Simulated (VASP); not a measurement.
Input of a VASP 6.6.1 run:

Contents of INCAR:

```
  ALGO = Normal
  EDIFF = 1E-6
  ENCUT = 520
  GGA = PS
  ISIF = 2
  ISMEAR = 0
  LASPH = True
  LCHARG = False
  LREAL = False
  LWAVE = False
  NBANDS = 15
  NELM = 80
  PREC = Accurate
  SIGMA = 0.05
```

Contents of KPOINTS:

```
k-points
0
Gamma
  6 6 6
```

The input POSCAR:

```
KBr
1.0
    0.0000000000      3.1608000000      3.4242000000
    3.1608000000      0.0000000000      3.4242000000
    3.1608000000      3.1608000000      0.0000000000
K Br
1 1
Direct
    0.0000000000      0.0000000000      0.0000000000
    0.5000000000      0.5000000000      0.5000000000
```

Potentials or basis: VASP PAW PBE potentials, release 64 (K_sv, Br).

Run with:

```console
$ cat potpaw_PBE.64/K_sv/POTCAR potpaw_PBE.64/Br/POTCAR > POTCAR
$ mpirun -np 1 vasp_std > vasp.out
```

Problem. Estimate the band gap on the k mesh.

Solution. 4.37 eV, direct.

Problem. Estimate the pressure.

Solution. 0.8 GPa.

Stress tensor (GPa, compression positive):
```
 1.70  0.00  0.00
 0.00  1.70  0.00
 0.00  0.00 -0.93
```

Caveat: the cell differs from its parent crystal (strain -0.040 along x and y, +0.040 along z); the PAW data sets were made with another functional, which shifts forces and pressure a little.
